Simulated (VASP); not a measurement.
A run of VASP 6.6.1:

The input INCAR:

```
SYSTEM = P3C
  PREC = Accurate
  ENCUT = 600
  EDIFF = 1E-7
  ISMEAR = 0
  SIGMA = 0.2
  LREAL = .False.
  LASPH = .True.
  NELM = 100
  ALGO = Normal
  ISIF = 3
  LWAVE = .False.
  LCHARG = .False.
  GGA = PE
  IBRION = 2
  NSW = 36
  EDIFFG = -0.08
```

Contents of KPOINTS:

```
regular mesh
0
Gamma
  3 3 4
  0 0 0
```

The input POSCAR:

```
P3C
1.0
    5.4000000000     -3.1500000000      0.0000000000
    5.4000000000      3.1500000000      0.0000000000
   -1.7967065600      0.0000000000      4.0930117900
P C
6 2
Direct
    0.6080000000      0.6080000000      0.1470000000
    0.3920000000      0.3920000000      0.8530000000
    0.6080000000      0.1080000000      0.1470000000
    0.1080000000      0.6080000000      0.1470000000
    0.3920000000      0.8920000000      0.8530000000
    0.8920000000      0.3920000000      0.8530000000
    0.0680000000      0.0680000000      0.0300000000
    0.9320000000      0.9320000000      0.9700000000
```

Potentials or basis: VASP PAW PBE potentials, release 64 (P, C).

Command:

```console
$ cat potpaw_PBE.64/P/POTCAR potpaw_PBE.64/C/POTCAR > POTCAR
$ mpirun -np 1 vasp_std > vasp.out
```

Hardware: 1 thread of Intel(R) Xeon(R) Platinum 8259CL CPU @ 2.50GHz (Skylake/Cascade Lake) (shared host).

Problem. How long does it take, and how much memory?

Solution. It took 29 min on 1 thread of Intel(R) Xeon(R) Platinum 8259CL CPU @ 2.50GHz (Skylake/Cascade Lake), with other jobs on the host, peak memory 0.3 GiB. Counts: scf iterations 306, k points 14, ion steps 30.
